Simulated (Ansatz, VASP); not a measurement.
## One calculation of Ti, two programs

The input POSCAR:

```
Ti
1.0
    2.9358559451      0.0000000000      0.0000000000
   -1.4679279726      2.5425258303      0.0000000000
    0.0000000000      0.0000000000      4.6416239676
Ti
2
Direct
    0.3333333333      0.6666666667      0.2500000000
    0.6666666667      0.3333333333      0.7500000000
```

INCAR.step1

```
SYSTEM = Ti
PREC = Accurate ; ENCUT = 520
ISMEAR = -1 ; SIGMA = 0.1
LREAL = .False. ; LASPH = .True.
NELM = 60 ; NBANDS = 19
GGA = PE ; ALGO = Normal
EDIFF = 1E-4 ; LWAVE = .True.
LCHARG = .False.
```

File INCAR.step2:

```
SYSTEM = Ti
PREC = Accurate ; ENCUT = 520
EDIFF = 1E-6 ; ISMEAR = -1
SIGMA = 0.1 ; LREAL = .False.
LASPH = .True. ; NELM = 60
ALGO = Normal ; ISIF = 2
LWAVE = .False. ; LCHARG = .True.
METAGGA = R2SCAN ; LMIXTAU = .True.
LELF = .True. ; LVHAR = .True.
NBANDS = 19 ; ISTART = 1
```

Contents of KPOINTS:

```
regular mesh
0
Gamma
  10 10 6
  0 0 0
```

Input for Ansatz:

```yaml
crystal:
  lattice:
    - [2.9358559451, 0.0, 0.0]
    - [-1.4679279726, 2.5425258303, 0.0]
    - [0.0, 0.0, 4.6416239676]
  atoms:
    - { symbol: Ti, position: [0.3333333333, 0.6666666667, 0.25] }
    - { symbol: Ti, position: [0.6666666667, 0.3333333333, 0.75] }
hamiltonian:
  xc: r2scan
  pseudopotentials:
    kind: paw
    azcp:
      Ti: "pseudopotentials/Ti.paw.azcp"
basis:
  ecutwfc: 500
  fft_grid_basis: typed
kpoints:
  mp_grid: { grid: [10, 10, 6], shift: [0, 0, 0] }
magnetization:
  spin_polarized: false
scf:
  occupations: { method: fermi_dirac, width: 0.1 }
  lower_state_search: "off"
output:
  stress: true
```

Alike in both runs: task single point; functional r2SCAN; k mesh 10 × 10 × 6; occupations fermi-dirac, width 0.1 eV; no spin polarisation.

|  | VASP | Ansatz |
| --- | --- | --- |
| version | VASP 6.6.1 | Ansatz 0.2.0 |
| potentials or method | VASP PAW PBE potentials, release 64 (Ti_sv), cutoff 520 eV | plane waves (500 eV) with PAW, scalar-relativistic |
| valence electrons in the cell | 24 | 24 |

VASP gave:

```
pressure (GPa)                                                : 0.4
traceless stress, the component that is largest in VASP (GPa) : -0.08
```

Problem. What did Ansatz give for the same quantities?

Solution. Pressure (GPa): 0.0; traceless stress, the component that is largest in VASP (GPa): -0.09.

VASP's potentials were made for PBE, not for r2SCAN.
